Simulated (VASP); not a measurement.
# HfC (Fm-3m) in VASP: further runs

The runs below take HfC through single point, with PBE+D3(BJ).

All numbers are computed with VASP 6.6.1; they aren't measurements. Logs are shortened: lines on timing, memory, paths and dates and some standing lists are left out, and cuts for length are marked.

## 1. The cell of the first run

It takes space group Fm-3m (No. 225, cubic). Conventional cell: a = 4.456 Å, b = 4.456 Å, c = 4.456 Å, α = 90.00°, β = 90.00°, γ = 90.00°. Within 2.9 Å of Hf (site symmetry m-3m) lie 6 C at 2.23 Å. C (site symmetry m-3m) has 6 Hf at 2.23 Å within 2.9 Å.

## 2. Single point, PBE+D3(BJ)

File INCAR:

```
PREC = Accurate
ENCUT = 520
EDIFF = 1E-6
ISMEAR = 1
SIGMA = 0.1
LREAL = F
LASPH = T
NELM = 100
ALGO = Normal
ISIF = 2
LWAVE = F
LCHARG = F
GGA = PE
IVDW = 12
NBANDS = 14
```

File KPOINTS:

```
Automatic mesh
0
Gamma
  11 11 11
```

File POSCAR:

```
HfC
1.0
    0.0000000000      2.2280102335      2.2280102335
    2.2280102335      0.0000000000      2.2280102335
    2.2280102335      2.2280102335      0.0000000000
Hf C
1 1
Direct
    0.5000000000      0.5000000000      0.5000000000
    0.0000000000      0.0000000000      0.0000000000
```

Potentials or basis: VASP PAW PBE potentials, release 64 (Hf_pv, C).

Started as:

```sh
> cat potpaw_PBE.64/Hf_pv/POTCAR potpaw_PBE.64/C/POTCAR > POTCAR
> mpirun -np 1 vasp_std > vasp.out
```

OUTCAR:

```text
PREC = Accurate
   ENCUT = 520
   EDIFF = 1E-6
   ISMEAR = 1
   LREAL = F
   LASPH = T
   NELM = 100
   ISIF = 2
   GGA = PE
   IVDW = 12
 IVDW          = 12

 ion  position               nearest neighbor table
   1  0.500  0.500  0.500-   2 2.23   2 2.23   2 2.23   2 2.23   2 2.23   2 2.23
   2  0.000  0.000  0.000-   1 2.23   1 2.23   1 2.23   1 2.23   1 2.23   1 2.23

  LATTYP: Found a face centered cubic cell.
 ALAT       =     4.4560204670

  Lattice vectors:

 A1 = (   0.0000000000,   2.2280102335,   2.2280102335)
 A2 = (   2.2280102335,   0.0000000000,   2.2280102335)
 A3 = (   2.2280102335,   2.2280102335,   0.0000000000)

Analysis of symmetry for initial positions (statically):
=====================================================================
 Subroutine PRICEL returns:
 Original cell was already a primitive cell.

 Routine SETGRP: Setting up the symmetry group for a
 face centered cubic supercell.

 Subroutine GETGRP returns: Found 48 space group operations
 (whereof 48 operations were pure point group operations)
 out of a pool of 48 trial point group operations.

The static configuration has the point symmetry O_h .

Analysis of symmetry for dynamics (positions and initial velocities):
=====================================================================
 Subroutine PRICEL returns:
 Original cell was already a primitive cell.

 Routine SETGRP: Setting up the symmetry group for a
 face centered cubic supercell.

 Subroutine GETGRP returns: Found 48 space group operations
 (whereof 48 operations were pure point group operations)
 out of a pool of 48 trial point group operations.

The dynamic configuration has the point symmetry O_h .

 Subroutine INISYM returns: Found 48 space group operations
 (whereof 48 operations are pure point group operations),
 and found     1 'primitive' translations

----------------------------------------------------------------------------------------

                                     Primitive cell

  volume of cell :      22.1198

  direct lattice vectors                    reciprocal lattice vectors
     0.000000000  2.228010234  2.228010234    -0.224415486  0.224415486  0.224415486
     2.228010234  0.000000000  2.228010234     0.224415486 -0.224415486  0.224415486
     2.228010234  2.228010234  0.000000000     0.224415486  0.224415486 -0.224415486

  length of vectors
     3.150882289  3.150882289  3.150882289     0.388699024  0.388699024  0.388699024

  position of ions in fractional coordinates (direct lattice)
     0.500000000  0.500000000  0.500000000
[... 89 lines left out ...]
   NELECT =      14.0000    total number of electrons
   NUPDOWN=      -1.0000    fix difference up-down
   EMIN   =  10.00;   EMAX   =-10.00  energy-range for DOS
   EFERMI =   0.00;   METHOD = LEGACY
   ISMEAR =     1;   SIGMA  =   0.10  broadening in eV -4-tet -1-fermi 0-gaus
   EFERMI_NEDOS =   21; number of points for ismear=-14 and -15
   IALGO  =     38    algorithm
   IMIX   =      4    mixing-type and parameters
     AMIX     =   0.40;   BMIX     =  1.00
     AMIX_MAG =   1.60;   BMIX_MAG =  1.00
  volume/ion in A,a.u.               =      11.06        74.64
  Fermi-wavevector in a.u.,A,eV,Ry     =   1.405585  2.656170 26.880597  1.975668
  Thomas-Fermi vector in A             =   2.528031
   LORBIT       =      0    0 simple, 1 ext, 2 COOP (PROOUT), +10 PAW based schemes
   GGA     = PE    functional components
   LHFCALC =     F    Hartree Fock is set to
   AEXX    =    0.0000 exact exchange contribution
   IVDW    =    12    specifies the selected vdW correction
   LEPSILON=     F    determine dielectric tensor
   LRPA    =     F    only Hartree local field effects (RPA)
 non-spin polarized calculation
 Methfessel and Paxton  Order N= 1 SIGMA  =   0.10
  energy-cutoff  :      520.00
  volume of cell :       22.12
 maximum number of plane-waves:       609
   NGX = 11   NGY = 11   NGZ = 11

 number of electron      13.9999999 magnetization

 Free energy of the ion-electron system (eV)
  ---------------------------------------------------
  ext. energy  EPLUGINS =         0.00000000
  ---------------------------------------------------
  free energy    TOTEN  =       -20.71791985 eV

  energy without entropy =      -20.71800918  energy(sigma->0) =      -20.71794962

 E-fermi :   7.0597     XC(G=0): -12.9308

 val. band max:        7.0518936061   @ k =   0.0909   0.0000   0.0000
 cond. band min:       7.1364073572   @ k =   0.3636   0.2727   0.0000
 fundamental gap:      0.0845137511
 Fermi energy:         7.0596829097

 k-point     1 :       0.0000    0.0000    0.0000
  band No.  band energies     occupation
      1     -21.9663      2.00000
      2     -21.9663      2.00000
      3     -21.9663      2.00000
      4      -5.9747      2.00000
      5       8.0485     -0.00000
      6       8.0485     -0.00000
      7       8.0485     -0.00000
      8       8.3885     -0.00000
      9       8.3885     -0.00000
     10       8.3885     -0.00000
     11      10.7707      0.00000
     12      10.7707      0.00000
     13      15.3959      0.00000
     14      18.3534      0.00000
[... 377 lines left out ...]
      1     -22.5777      2.00000
      2     -22.2033      2.00000
      3     -22.0074      2.00000
      4      -3.7394      2.00000
      5       3.0057      2.00000
      6       4.3648      2.00000
      7       4.8880      2.00000
      8       9.9016      0.00000
      9      11.1033      0.00000
     10      12.4173      0.00000
     11      13.6165      0.00000
     12      17.8869      0.00000
     13      17.9909      0.00000
     14      21.4756      0.00000

 [... further k-points ...]

------------------------ aborting loop because EDIFF is reached ----------------------------------------

 Edisp (eV)   -0.81869

 E8    (eV) :    -0.3907

  FORCE on cell =-STRESS in cart. coord.  units (eV):
  Direction    XX          YY          ZZ          XY          YZ          ZX
  --------------------------------------------------------------------------------------
  -------------------------------------------------------------------------------------
  Total       4.51461     4.51461     4.51461     0.00000     0.00000     0.00000
  in kB     327.00130   327.00130   327.00130     0.00000     0.00000     0.00000
  external pressure =      327.00 kB  Pullay stress =        0.00 kB

 VOLUME and BASIS-vectors are now :
 -----------------------------------------------------------------------------
  energy-cutoff  :      520.00
  volume of cell :       22.12
      direct lattice vectors                 reciprocal lattice vectors
     0.000000000  2.228010234  2.228010234    -0.224415486  0.224415486  0.224415486
     2.228010234  0.000000000  2.228010234     0.224415486 -0.224415486  0.224415486
     2.228010234  2.228010234  0.000000000     0.224415486  0.224415486 -0.224415486

 POSITION                                       TOTAL-FORCE (eV/Angst)
 -----------------------------------------------------------------------------------
      2.22801      2.22801      2.22801        -0.000000     -0.000000     -0.000000
      0.00000      0.00000      0.00000         0.000000      0.000000      0.000000
 -----------------------------------------------------------------------------------
    total drift:                                0.000000     -0.000000      0.000000

  FREE ENERGIE OF THE ION-ELECTRON SYSTEM (eV)
  ---------------------------------------------------
  free  energy   TOTEN  =       -21.5366104655 eV

  energy  without entropy=      -21.5366997985  energy(sigma->0) =      -21.53664024
```

It took 10 s on 1 thread of Intel Xeon Platinum 8259CL at 2.50GHz (Skylake/Cascade Lake), shared host; peak memory 0.16 GiB.

Results:

```yaml
Free_energy: -21.5366 eV
Pressure: 32.7 GPa
Band_gap_on_the_k_mesh: zero (band 7 reaches 8.05 eV, above the bottom of band 8 at 6.56 eV)
Dispersion_energy_per_atom: -0.409 eV
```

Caveat: spin-orbit coupling is left out, which moves the levels of the heavy elements; pairwise dispersion overbinds metals, which lowers pressure and volume.

## 3. Single point, PBE+D3(BJ)

This run uses another cell than the first one, of 11.56 Å³/atom, 1.045 times its volume.

File INCAR:

```
SYSTEM = HfC
ALGO     = Normal         ! electronic algorithm
EDIFF    = 1E-6           ! SCF threshold, eV
ENCUT    = 520            ! plane-wave cutoff, eV
GGA      = PE             ! functional
ISIF     = 2              ! what is computed and relaxed
ISMEAR   = 1              ! smearing method
IVDW     = 12             ! dispersion correction
LASPH    = .TRUE.         ! aspherical terms in the spheres
LCHARG   = .TRUE.         ! write CHGCAR
LELF     = .TRUE.         ! ELF
LREAL    = .FALSE.        ! projectors in reciprocal space
LVHAR    = .TRUE.       
LWAVE    = .FALSE.        ! write WAVECAR
NBANDS   = 14             ! bands
NELM     = 60             ! most SCF steps
PREC     = Accurate       ! precision mode
SIGMA    = 0.1            ! smearing width, eV
```

File KPOINTS:

```
k-points
0
G
  11 11 11
  0 0 0
```

File POSCAR:

```
HfC
1.0
    0.0000000000      2.2612690210      2.2612690210
    2.2612690210      0.0000000000      2.2612690210
    2.2612690210      2.2612690210      0.0000000000
Hf C
1 1
Direct
    0.5000000000      0.5000000000      0.5000000000
    0.0000000000      0.0000000000      0.0000000000
```

Potentials or basis: VASP PAW PBE potentials, release 64 (Hf_pv, C).

Started as:

```sh
> cat potpaw_PBE.64/Hf_pv/POTCAR potpaw_PBE.64/C/POTCAR > POTCAR
> mpirun -np 1 vasp_std > vasp.out
```

OUTCAR:

```text
SYSTEM = HfC
   EDIFF = 1E-6
   ENCUT = 520
   GGA = PE
   ISIF = 2
   ISMEAR = 1
   IVDW = 12
   LASPH = .TRUE.
   LREAL = .FALSE.
   NELM = 60
   PREC = Accurate
 IVDW          = 12

 ion  position               nearest neighbor table
   1  0.500  0.500  0.500-   2 2.26   2 2.26   2 2.26   2 2.26   2 2.26   2 2.26
   2  0.000  0.000  0.000-   1 2.26   1 2.26   1 2.26   1 2.26   1 2.26   1 2.26

  LATTYP: Found a face centered cubic cell.
 ALAT       =     4.5225380420

  Lattice vectors:

 A1 = (   0.0000000000,   2.2612690210,   2.2612690210)
 A2 = (   2.2612690210,   0.0000000000,   2.2612690210)
 A3 = (   2.2612690210,   2.2612690210,   0.0000000000)

Analysis of symmetry for initial positions (statically):
=====================================================================
 Subroutine PRICEL returns:
 Original cell was already a primitive cell.

 Routine SETGRP: Setting up the symmetry group for a
 face centered cubic supercell.

 Subroutine GETGRP returns: Found 48 space group operations
 (whereof 48 operations were pure point group operations)
 out of a pool of 48 trial point group operations.

The static configuration has the point symmetry O_h .

Analysis of symmetry for dynamics (positions and initial velocities):
=====================================================================
 Subroutine PRICEL returns:
 Original cell was already a primitive cell.

 Routine SETGRP: Setting up the symmetry group for a
 face centered cubic supercell.

 Subroutine GETGRP returns: Found 48 space group operations
 (whereof 48 operations were pure point group operations)
 out of a pool of 48 trial point group operations.

The dynamic configuration has the point symmetry O_h .

 Subroutine INISYM returns: Found 48 space group operations
 (whereof 48 operations are pure point group operations),
 and found     1 'primitive' translations

----------------------------------------------------------------------------------------

                                     Primitive cell

  volume of cell :      23.1253

  direct lattice vectors                    reciprocal lattice vectors
[... 120 lines left out ...]
  energy-cutoff  :      520.00
  volume of cell :       23.13
 maximum number of plane-waves:       633
   NGX = 11   NGY = 11   NGZ = 11

 number of electron      13.9999999 magnetization

 Free energy of the ion-electron system (eV)
  ---------------------------------------------------
  ext. energy  EPLUGINS =         0.00000000
  ---------------------------------------------------
  free energy    TOTEN  =       -20.91086736 eV

  energy without entropy =      -20.91080827  energy(sigma->0) =      -20.91084766

 E-fermi :   6.6962     XC(G=0): -12.7032

 val. band max:        6.6479664681   @ k =   0.1818   0.1818   0.0000
 cond. band min:       6.7083949006   @ k =   0.0909   0.0000   0.0000
 fundamental gap:      0.0604284324
 Fermi energy:         6.6962298059

 k-point     1 :       0.0000    0.0000    0.0000
  band No.  band energies     occupation
      1     -22.5507      2.00000
      2     -22.5507      2.00000
      3     -22.5507      2.00000
      4      -6.1187      2.00000
      5       7.6572     -0.00000
      6       7.6572     -0.00000
      7       7.6572     -0.00000
      8       8.0216     -0.00000
      9       8.0216     -0.00000
     10       8.0216     -0.00000
     11      10.2650      0.00000
     12      10.2650      0.00000
     13      14.4600      0.00000
     14      17.8571      0.00000
[... 377 lines left out ...]
      1     -23.0682      2.00000
      2     -22.7525      2.00000
      3     -22.5874      2.00000
      4      -4.0264      2.00000
      5       2.7674      2.00000
      6       4.1386      2.00000
      7       4.5980      2.00000
      8       9.4605      0.00000
      9      10.6215      0.00000
     10      11.8175      0.00000
     11      12.9034      0.00000
     12      17.0553      0.00000
     13      17.1283      0.00000
     14      20.8504      0.00000

 [... further k-points ...]

------------------------ aborting loop because EDIFF is reached ----------------------------------------

 Edisp (eV)   -0.78155

 E8    (eV) :    -0.3727

  FORCE on cell =-STRESS in cart. coord.  units (eV):
  Direction    XX          YY          ZZ          XY          YZ          ZX
  --------------------------------------------------------------------------------------
  -------------------------------------------------------------------------------------
  Total       2.51118     2.51118     2.51118     0.00000     0.00000    -0.00000
  in kB     173.98098   173.98098   173.98098     0.00000     0.00000    -0.00000
  external pressure =      173.98 kB  Pullay stress =        0.00 kB

 VOLUME and BASIS-vectors are now :
 -----------------------------------------------------------------------------
  energy-cutoff  :      520.00
  volume of cell :       23.13
      direct lattice vectors                 reciprocal lattice vectors
     0.000000000  2.261269021  2.261269021    -0.221114779  0.221114779  0.221114779
     2.261269021  0.000000000  2.261269021     0.221114779 -0.221114779  0.221114779
     2.261269021  2.261269021  0.000000000     0.221114779  0.221114779 -0.221114779

 POSITION                                       TOTAL-FORCE (eV/Angst)
 -----------------------------------------------------------------------------------
      2.26127      2.26127      2.26127        -0.000000     -0.000000     -0.000000
      0.00000      0.00000      0.00000         0.000000      0.000000      0.000000
 -----------------------------------------------------------------------------------
    total drift:                                0.000000     -0.000000      0.000000

  FREE ENERGIE OF THE ION-ELECTRON SYSTEM (eV)
  ---------------------------------------------------
  free  energy   TOTEN  =       -21.6924193179 eV

  energy  without entropy=      -21.6923602292  energy(sigma->0) =      -21.69239962
```

OSZICAR:

```text
N       E                     dE             d eps       ncg     rms          rms(c)
DAV:   1     0.241003249954E+02    0.24100E+02   -0.77912E+03  1568   0.991E+02
DAV:   2    -0.225504171096E+02   -0.46651E+02   -0.43655E+02  2014   0.206E+02
DAV:   3    -0.240047223059E+02   -0.14543E+01   -0.14501E+01  1838   0.264E+01
DAV:   4    -0.240103818382E+02   -0.56595E-02   -0.56593E-02  1868   0.202E+00
DAV:   5    -0.240104140407E+02   -0.32202E-04   -0.32202E-04  1850   0.136E-01    0.662E+01
DAV:   6    -0.209412115264E+02    0.30692E+01   -0.11351E+01  1754   0.183E+01    0.466E+01
DAV:   7    -0.209206324515E+02    0.20579E-01   -0.53736E-01  1970   0.506E+00    0.250E+01
DAV:   8    -0.209147876958E+02    0.58448E-02   -0.43951E-02  1826   0.161E+00    0.459E+00
DAV:   9    -0.209112250255E+02    0.35627E-02   -0.16292E-02  1832   0.687E-01    0.181E+00
DAV:  10    -0.209108683062E+02    0.35672E-03   -0.14086E-03  1954   0.269E-01    0.655E-02
DAV:  11    -0.209108677334E+02    0.57277E-06   -0.65201E-05  1808   0.720E-02    0.178E-02
DAV:  12    -0.209108673558E+02    0.37762E-06   -0.19439E-06  1890   0.118E-02
   1 F= -.21692419E+02 E0= -.21692400E+02  d E =-.590886E-04
```

stdout:

```text
POSCAR found type information on POSCAR HfC
 POSCAR found :  2 types and       2 ions
 scaLAPACK will be used
 LDA part: xc-table for (Slater+PW92), standard interpolation
 POSCAR, INCAR and KPOINTS ok, starting setup
 FFT: planning ... GRIDC
 FFT: planning ... GRID_SOFT
 FFT: planning ... GRID
 WAVECAR not read
 entering main loop
```

It took 12 s on 1 thread of Intel Xeon Platinum 8259CL at 2.50GHz (Skylake/Cascade Lake), shared host; peak memory 0.16 GiB.

Results:

- Free energy: -21.6924 eV
- Pressure: 17.4 GPa
- Band gap on the k mesh: zero (band 7 reaches 7.66 eV, above the bottom of band 8 at 6.19 eV)
- Dispersion energy per atom: -0.391 eV

Caveat: spin-orbit coupling is left out, which moves the levels of the heavy elements; pairwise dispersion overbinds metals, which lowers pressure and volume.

## 4. Single point, PBE+D3(BJ)

This run uses another cell than the first one, of 12.07 Å³/atom, 1.091 times its volume.

File INCAR:

```
  ALGO = Normal
  EDIFF = 1E-6
  ENCUT = 520
  GGA = PE
  ISIF = 2
  ISMEAR = 1
  IVDW = 12
  LASPH = T
  LCHARG = T
  LELF = T
  LREAL = F
  LVHAR = T
  LWAVE = F
  NBANDS = 14
  NELM = 100
  PREC = Accurate
  SIGMA = 0.1
```

File KPOINTS:

```
k-points
0
Gamma
  11 11 11
```

File POSCAR:

```
HfC
1.0
    0.0000000000      2.2935772291      2.2935772291
    2.2935772291      0.0000000000      2.2935772291
    2.2935772291      2.2935772291      0.0000000000
Hf C
1 1
Direct
    0.5000000000      0.5000000000      0.5000000000
    0.0000000000      0.0000000000      0.0000000000
```

Started as:

```sh
> cat potpaw_PBE.64/Hf_pv/POTCAR potpaw_PBE.64/C/POTCAR > POTCAR
> mpirun -np 1 vasp_std > vasp.out
```

Wall time 11 s (1 thread of Intel Xeon Platinum 8259CL at 2.50GHz (Skylake/Cascade Lake), shared host); peak memory 0.16 GiB.

Results (log left out):

```yaml
Free_energy: -21.7616 eV
Pressure: 5.0 GPa
Band_gap_on_the_k_mesh: zero (band 7 reaches 7.29 eV, above the bottom of band 8 at 5.85 eV)
Dispersion_energy_per_atom: -0.374 eV
```

Levels at points of the mesh, in eV from the Fermi level:
| k point | band 5 | band 6 | band 7 | band 8 | band 9 | band 10 |
| --- | --- | --- | --- | --- | --- | --- |
| (0.00, 0.00, 0.00) | 0.93 | 0.93 | 0.93 | 1.31 | 1.31 | 1.31 |

Caveat: spin-orbit coupling is left out, which moves the levels of the heavy elements; pairwise dispersion overbinds metals, which lowers pressure and volume.

## 5. The runs side by side

| cell | gap on the mesh (eV) | pressure (GPa) |
| --- | --- | --- |
| a = 3.151 Å, angles 60.0°, 2 atoms | none | 32.7 |
| a = 3.198 Å, angles 60.0°, 2 atoms | none | 17.4 |
| a = 3.244 Å, angles 60.0°, 2 atoms | none | 5.0 |

Alike in all rows: task single point; level PBE+D3(BJ); potentials or basis VASP PAW PBE potentials, release 64 (Hf_pv, C); no spin polarisation; k mesh 11 × 11 × 11; cutoff (eV) 520; smearing methfessel-paxton 0.1 eV.

Caveats: spin-orbit coupling is left out, which moves the levels of the heavy elements; pairwise dispersion overbinds metals, which lowers pressure and volume.

Total energies depend on the potentials used, so only differences within one code and one set of settings carry meaning.
